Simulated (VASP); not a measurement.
# GeSbTe3 (P4mm) in VASP: further runs

GeSbTe3 is run at these levels: PBE; tasks: single point.

Everything below comes from runs of VASP 6.6.1. Logs are shortened: lines on timing, memory, paths and dates and some standing lists are left out, and cuts for length are marked.

## Step 1: The cell of the first run

Symmetry: P4mm, No. 99, tetragonal system. Conventional cell: a = 4.864 Å, b = 4.864 Å, c = 6.154 Å, α = 90.00°, β = 90.00°, γ = 90.00°. Within 3.5 Å of Ge (site symmetry 4mm) lie 6 Te at 2.63 to 3.42 Å. Sb (site symmetry 4mm) has 12 Te at 3.50 to 3.92 Å and 4 Ge at 4.02 Å within 4.6 Å. Within 3.6 Å of Te (site symmetry 4mm) lie 2 Ge at 2.73 to 3.42 Å and 4 Te at 3.43 Å and 4 Sb at 3.50 Å. Within 3.5 Å of Te (site symmetry 2mm) lie 2 Ge at 2.63 Å and 6 Te at 3.43 to 3.44 Å.

The cell was generated, and may not be a known phase.

## Step 2: Single point, PBE

The input, INCAR:

```
SYSTEM = GeSbTe3
PREC = Accurate
ENCUT = 520
EDIFF = 1E-6
ISMEAR = 0
SIGMA = 0.1
LREAL = .False.
LASPH = .True.
NELM = 60
ALGO = Normal
ISIF = 2
LWAVE = .False.
LCHARG = .False.
GGA = PE
NBANDS = 26
```

The input, KPOINTS:

```
regular mesh
0
Gamma
  4 4 4
  0 0 0
```

The input, POSCAR:

```
GeSbTe3
1.0
    4.8635511700      0.0000000000      0.0000000000
    0.0000000000      4.8635511700      0.0000000000
    0.0000000000      0.0000000000      6.1541174900
Ge Sb Te
1 1 3
Direct
    0.5000000000      0.5000000000      0.6620000000
    0.0000000000      0.0000000000      0.0000000000
    0.5000000000      0.5000000000      0.1059000000
    0.0000000000      0.5000000000      0.5000000000
    0.5000000000      0.0000000000      0.5000000000
```

Potentials or basis: VASP PAW PBE potentials, release 64 (Ge_d, Sb, Te).

Launch:

```bash
$ cat potpaw_PBE.64/Ge_d/POTCAR potpaw_PBE.64/Sb/POTCAR potpaw_PBE.64/Te/POTCAR > POTCAR
$ mpirun -np 1 vasp_std > vasp.out
```

OUTCAR:

```text
SYSTEM = GeSbTe3
   PREC = Accurate
   ENCUT = 520
   EDIFF = 1E-6
   ISMEAR = 0
   LREAL = .False.
   LASPH = .True.
   NELM = 60
   ISIF = 2
   GGA = PE

 ion  position               nearest neighbor table
   1  0.500  0.500  0.662-   4 2.63   5 2.63   5 2.63   4 2.63   3 2.73
   2  0.000  0.000  0.000-   3 3.50   3 3.50   3 3.50   3 3.50
   3  0.500  0.500  0.106-   1 2.73   4 3.43   5 3.43   5 3.43   4 3.43   2 3.50   2 3.50   2 3.50
                             2 3.50
   4  0.000  0.500  0.500-   1 2.63   1 2.63   3 3.43   3 3.43   5 3.44   5 3.44   5 3.44   5 3.44

   5  0.500  0.000  0.500-   1 2.63   1 2.63   3 3.43   3 3.43   4 3.44   4 3.44   4 3.44   4 3.44

  LATTYP: Found a simple tetragonal cell.
 ALAT       =     4.8635511700
 C/A-ratio  =     1.2653547326

  Lattice vectors:

 A1 = (   4.8635511700,   0.0000000000,   0.0000000000)
 A2 = (   0.0000000000,   4.8635511700,   0.0000000000)
 A3 = (   0.0000000000,   0.0000000000,   6.1541174900)

Analysis of symmetry for initial positions (statically):
=====================================================================
 Subroutine PRICEL returns:
 Original cell was already a primitive cell.

 Routine SETGRP: Setting up the symmetry group for a
 simple tetragonal supercell.

 Subroutine GETGRP returns: Found  8 space group operations
 (whereof  8 operations were pure point group operations)
 out of a pool of 16 trial point group operations.

The static configuration has the point symmetry C_4v.

Analysis of symmetry for dynamics (positions and initial velocities):
=====================================================================
 Subroutine PRICEL returns:
 Original cell was already a primitive cell.

 Routine SETGRP: Setting up the symmetry group for a
 simple tetragonal supercell.

 Subroutine GETGRP returns: Found  8 space group operations
 (whereof  8 operations were pure point group operations)
 out of a pool of 16 trial point group operations.

The dynamic configuration has the point symmetry C_4v.

 Subroutine INISYM returns: Found  8 space group operations
 (whereof  8 operations are pure point group operations),
 and found     1 'primitive' translations

----------------------------------------------------------------------------------------

                                     Primitive cell

  volume of cell :     145.5703

  direct lattice vectors                    reciprocal lattice vectors
     4.863551170  0.000000000  0.000000000     0.205611078  0.000000000  0.000000000
     0.000000000  4.863551170  0.000000000     0.000000000  0.205611078  0.000000000
     0.000000000  0.000000000  6.154117490     0.000000000  0.000000000  0.162492835

  length of vectors
     4.863551170  4.863551170  6.154117490     0.205611078  0.205611078  0.162492835

  position of ions in fractional coordinates (direct lattice)
     0.500000000  0.500000000  0.662000000
     0.000000000  0.000000000  0.000000000
     0.500000000  0.500000000  0.105900000
     0.000000000  0.500000000  0.500000000
     0.500000000  0.000000000  0.500000000

  ion indices of the primitive-cell ions
   primitive index   ion index
                 1           1
                 2           2
                 3           3
                 4           4
                 5           5

----------------------------------------------------------------------------------------

 KPOINTS: regular mesh

Automatic generation of k-mesh.
 Grid dimensions read from file:
 generate k-points for:    4    4    4

 Generating k-lattice:

  Cartesian coordinates                     Fractional coordinates (reciprocal lattice)
     0.051402770  0.000000000  0.000000000     0.250000000  0.000000000  0.000000000
     0.000000000  0.051402770  0.000000000     0.000000000  0.250000000  0.000000000
     0.000000000  0.000000000  0.040623209     0.000000000  0.000000000  0.250000000

  Length of vectors
     0.051402770  0.051402770  0.040623209

  Shift w.r.t. Gamma in fractional coordinates (k-lattice)
     0.000000000  0.000000000  0.000000000

 Subroutine IBZKPT returns following result:
 ===========================================

 Found     18 irreducible k-points:

 Following reciprocal coordinates:
            Coordinates               Weight
  0.000000  0.000000  0.000000      1.000000
  0.250000  0.000000  0.000000      4.000000
  0.500000  0.000000  0.000000      2.000000
  0.250000  0.250000  0.000000      4.000000
  0.500000  0.250000  0.000000      4.000000
  0.500000  0.500000  0.000000      1.000000
[... 10 lines left out ...]
  0.500000  0.250000  0.500000      4.000000
  0.500000  0.500000  0.500000      1.000000
   k-points           NKPTS =     18   k-points in BZ     NKDIM =     18   number of bands    NBANDS=     26
   number of dos      NEDOS =    301   number of ions     NIONS =      5
   total plane-waves  NPLWV =  62208
   dimension x,y,z NGX =    36 NGY =   36 NGZ =   48
   dimension x,y,z NGXF=    72 NGYF=   72 NGZF=   96
   ions per type =               1   1   3
   NGX,Y,Z   is equivalent  to a cutoff of  12.31, 12.31, 12.97 a.u.
   NGXF,Y,Z  is equivalent  to a cutoff of  24.61, 24.61, 25.93 a.u.
 SYSTEM =  GeSbTe3
   PREC   = accura    normal or accurate (medium, high low for compatibility)
   ISTART =      0    job   : 0-new  1-cont  2-samecut
   ICHARG =      2    charge: 1-file 2-atom 10-const
   ISPIN  =      1    spin polarized calculation?
   LNONCOLLINEAR =      F non collinear calculations
   LSORBIT =      F    spin-orbit coupling
   LASPH  =      T    aspherical Exc in radial PAW
   ENCUT  =  520.0 eV  38.22 Ry    6.18 a.u.   9.04  9.04 11.44*2*pi/ulx,y,z
   NELM   =     60;   NELMIN=  2; NELMDL= -5     # of ELM steps
   EDIFF  = 0.1E-05   stopping-criterion for ELM
   LREAL  =      F    real-space projection
   EDIFFG = 0.1E-04   stopping-criterion for IOM
   NSW    =      0    number of steps for IOM
   IBRION =     -1    ionic relax: 0-MD 1-quasi-New 2-CG
   NFREE  =      0    steps in history (QN), initial steepest desc. (CG)
   ISIF   =      2    stress and relaxation
   ISYM   =      2    0-nonsym 1-usesym 2-fastsym
   POTIM  = 0.5000    time-step for ionic-motion
   TEBEG  =    0.0;   TEEND  =   0.0 temperature during run
   PSTRESS=    0.0 pullay stress
   NELECT =      37.0000    total number of electrons
   NUPDOWN=      -1.0000    fix difference up-down
   EMIN   =  10.00;   EMAX   =-10.00  energy-range for DOS
   EFERMI =   0.00;   METHOD = LEGACY
   ISMEAR =     0;   SIGMA  =   0.10  broadening in eV -4-tet -1-fermi 0-gaus
   EFERMI_NEDOS =   21; number of points for ismear=-14 and -15
   IALGO  =     38    algorithm
   IMIX   =      4    mixing-type and parameters
     AMIX     =   0.40;   BMIX     =  1.00
     AMIX_MAG =   1.60;   BMIX_MAG =  1.00
  volume/ion in A,a.u.               =      29.11       196.47
  Fermi-wavevector in a.u.,A,eV,Ry     =   1.037014  1.959672 14.631669  1.075397
  Thomas-Fermi vector in A             =   2.171432
   LORBIT       =      0    0 simple, 1 ext, 2 COOP (PROOUT), +10 PAW based schemes
   GGA     = PE    functional components
   LHFCALC =     F    Hartree Fock is set to
   AEXX    =    0.0000 exact exchange contribution
   IVDW    =     0    specifies the selected vdW correction
   LEPSILON=     F    determine dielectric tensor
   LRPA    =     F    only Hartree local field effects (RPA)
 non-spin polarized calculation
 Gauss-broadening in eV      SIGMA  =   0.10
  energy-cutoff  :      520.00
  volume of cell :      145.57
 maximum number of plane-waves:      3960
   NGX = 19   NGY = 19   NGZ = 23

 number of electron      36.9999975 magnetization

 Free energy of the ion-electron system (eV)
  ---------------------------------------------------
  ext. energy  EPLUGINS =         0.00000000
  ---------------------------------------------------
  free energy    TOTEN  =       -15.90600208 eV

  energy without entropy =      -15.88854551  energy(sigma->0) =      -15.89727379

 E-fermi :   6.5941     XC(G=0):  -9.6827

 val. band max:        6.5572580936   @ k =   0.2500   0.0000   0.5000
 cond. band min:       6.6128312471   @ k =   0.0000   0.0000   0.2500
 fundamental gap:      0.0555731535
 Fermi energy:         6.5941106836

 k-point     1 :       0.0000    0.0000    0.0000
  band No.  band energies     occupation
      1     -18.3851      2.00000
      2     -18.3562      2.00000
      3     -18.3556      2.00000
      4     -18.3556      2.00000
      5     -18.3509      2.00000
      6      -7.3530      2.00000
[... 18 lines left out ...]
     25      10.1086      0.00000
     26      10.2012      0.00000

 k-point     2 :       0.2500    0.0000    0.0000
  band No.  band energies     occupation
      1     -18.3839      2.00000
      2     -18.3560      2.00000
      3     -18.3556      2.00000
      4     -18.3553      2.00000
      5     -18.3512      2.00000
      6      -7.0318      2.00000
[... 18 lines left out ...]
     25      10.5482      0.00000
     26      11.4547      0.00000

 k-point     3 :       0.5000    0.0000    0.0000
  band No.  band energies     occupation
      1     -18.3828      2.00000
      2     -18.3557      2.00000
      3     -18.3555      2.00000
      4     -18.3551      2.00000
      5     -18.3514      2.00000
      6      -6.4481      2.00000
[... 18 lines left out ...]
     25      10.8298      0.00000
     26      11.9969      0.00000

 k-point     4 :       0.2500    0.2500    0.0000
  band No.  band energies     occupation
      1     -18.3827      2.00000
      2     -18.3559      2.00000
      3     -18.3556      2.00000
      4     -18.3549      2.00000
      5     -18.3514      2.00000
      6      -6.7083      2.00000
[... 18 lines left out ...]
     25      10.8348      0.00000
     26      12.0400      0.00000
[... 322 lines left out ...]
      1     -18.3827      2.00000
      2     -18.3560      2.00000
      3     -18.3556      2.00000
      4     -18.3549      2.00000
      5     -18.3514      2.00000
      6      -6.4338      2.00000
[... 18 lines left out ...]
     25      11.7791      0.00000
     26      12.2247      0.00000

 k-point    17 :       0.5000    0.2500    0.5000
  band No.  band energies     occupation
      1     -18.3815      2.00000
      2     -18.3557      2.00000
      3     -18.3557      2.00000
      4     -18.3546      2.00000
      5     -18.3517      2.00000
      6      -5.7559      2.00000
[... 18 lines left out ...]
     25      10.9387      0.00000
     26      12.1096      0.00000

 k-point    18 :       0.5000    0.5000    0.5000
  band No.  band energies     occupation
      1     -18.3803      2.00000
      2     -18.3556      2.00000
      3     -18.3556      2.00000
      4     -18.3543      2.00000
      5     -18.3519      2.00000
      6      -5.0270      2.00000
[... 18 lines left out ...]
     25      10.9275      0.00000
     26      11.3151      0.00000

------------------------ aborting loop because EDIFF is reached ----------------------------------------

  FORCE on cell =-STRESS in cart. coord.  units (eV):
  Direction    XX          YY          ZZ          XY          YZ          ZX
  --------------------------------------------------------------------------------------
  -------------------------------------------------------------------------------------
  Total        2.8680265      2.8680265      2.5771697      0.0000000      0.0000000      0.0000000
  in kB       31.5661039     31.5661039     28.3648726      0.0000000      0.0000000      0.0000000
  external PRESSURE =      30.4990268 kB  Pullay stress =       0.0000000 kB

 VOLUME and BASIS-vectors are now :
 -----------------------------------------------------------------------------
  energy-cutoff  :      520.00
  volume of cell :      145.57
      direct lattice vectors                 reciprocal lattice vectors
     4.863551170  0.000000000  0.000000000     0.205611078  0.000000000  0.000000000
     0.000000000  4.863551170  0.000000000     0.000000000  0.205611078  0.000000000
     0.000000000  0.000000000  6.154117490     0.000000000  0.000000000  0.162492835

 POSITION                                       TOTAL-FORCE (eV/Angst)
 -----------------------------------------------------------------------------------
      2.43178      2.43178      4.07403         0.000000      0.000000      1.693652
      0.00000      0.00000      0.00000         0.000000     -0.000000     -0.114009
      2.43178      2.43178      0.65172         0.000000      0.000000     -1.386955
      0.00000      2.43178      3.07706        -0.000000     -0.000000     -0.096344
      2.43178      0.00000      3.07706         0.000000     -0.000000     -0.096344
 -----------------------------------------------------------------------------------
    total drift:                                0.000000      0.000000     -0.000724

  FREE ENERGIE OF THE ION-ELECTRON SYSTEM (eV)
  ---------------------------------------------------
  free  energy   TOTEN  =       -15.9060020807 eV

  energy  without entropy=      -15.8885455092  energy(sigma->0) =      -15.89727379
```

Run time: 35 s. Hardware: 1 thread of Intel Xeon Platinum 8488C (Sapphire Rapids), shared host; peak memory 0.27 GiB.

Results:

```
Free energy            : -15.9060 eV
Pressure               : 3.0 GPa
Largest force          : 1.694 eV/Å
Band gap on the k mesh : zero (an odd number of electrons rules out a gap without spin polarisation)
```

Forces on the atoms (eV/Å):
```
Ge   0.000  0.000  1.694
Sb   0.000  0.000 -0.114
Te   0.000  0.000 -1.387
Te   0.000  0.000 -0.096
Te   0.000  0.000 -0.096
```

Stress tensor (GPa, compression positive):
```
3.16 0.00 0.00
0.00 3.16 0.00
0.00 0.00 2.84
```

Caveat: the cell stands under pressure; spin-orbit coupling is left out, which moves the levels of the heavy elements; forces of over 1 eV/Å act on the atoms, so gaps and moduli don't describe the material at rest.

## Step 3: Single point, PBE

This run uses another cell than the first one, of 34.35 Å³/atom.

The input, INCAR:

```
  ALGO = Normal
  EDIFF = 1E-6
  ENCUT = 520
  GGA = PE
  ISIF = 2
  ISMEAR = 0
  LASPH = True
  LCHARG = True
  LELF = True
  LREAL = False
  LVHAR = True
  LWAVE = False
  NBANDS = 26
  NELM = 60
  PREC = Accurate
  SIGMA = 0.1
```

The input, KPOINTS:

```
k-points
0
Gamma
  4 4 4
```

The input, POSCAR:

```
GeSbTe3
1.0
    4.3075489494      0.0000000000      0.0000000000
    0.0000000000      4.3075489494      0.0000000000
    0.0000000000      0.0000000000      9.2551441532
Ge Sb Te
1 1 3
Direct
    0.5000000000      0.5000000000      0.7561227454
    0.0000000000      0.0000000000     -0.0296752164
    0.5000000000      0.5000000000      0.0605211797
    0.0000000000      0.5000000000      0.4904656457
    0.5000000000      0.0000000000      0.4904656457
```

Potentials or basis: VASP PAW PBE potentials, release 64 (Ge_d, Sb, Te).

Launch:

```bash
$ cat potpaw_PBE.64/Ge_d/POTCAR potpaw_PBE.64/Sb/POTCAR potpaw_PBE.64/Te/POTCAR > POTCAR
$ mpirun -np 1 vasp_std > vasp.out
```

Run time: 44 s. Hardware: 1 thread of Intel Xeon Platinum 8488C (Sapphire Rapids), shared host; peak memory 0.29 GiB.

It converged, with:

* Free energy: -16.9649 eV
* Pressure: -0.1 GPa
* Largest force: 0.022 eV/Å
* Band gap on the k mesh: zero (an odd number of electrons rules out a gap without spin polarisation)

Forces in eV/Å, atoms in the order of the input:
```
Ge   0.000  0.000 -0.018
Sb   0.000  0.000  0.022
Te   0.000  0.000 -0.004
Te   0.000  0.000  0.000
Te   0.000  0.000  0.000
```

Stress tensor (GPa, compression positive):
```
-0.20  0.00  0.00
 0.00 -0.20  0.00
 0.00  0.00  0.04
```

Levels at points of the mesh, in eV from the Fermi level:
```
           k point  band 16  band 17  band 18  band 19  band 20  band 21
(0.00, 0.00, 0.00)    -2.26     0.07     0.28     0.95     0.95     2.14
(0.50, 0.00, 0.00)    -1.64    -1.44    -1.12    -0.98    -0.18    -0.11
(0.50, 0.50, 0.00)    -2.49    -1.80    -0.57     0.77     0.77     1.88
(0.00, 0.00, 0.50)    -1.10     0.08     0.26     1.03     1.03     1.78
(0.50, 0.00, 0.50)    -1.52    -1.51    -1.12    -0.78    -0.12    -0.07
(0.50, 0.50, 0.50)    -2.28    -2.24    -0.48     0.22     0.22     2.87
```

Caveat: the k points lie up to 0.36 Å⁻¹ apart, too coarse for converged energies and pressures of a metal; spin-orbit coupling is left out, which moves the levels of the heavy elements; this functional lacks dispersion, which binds layers or chains, so the pressure and a relaxed spacing across them are unreliable.

The gap in the log of VASP goes by the Fermi energy; the results here count the filled bands.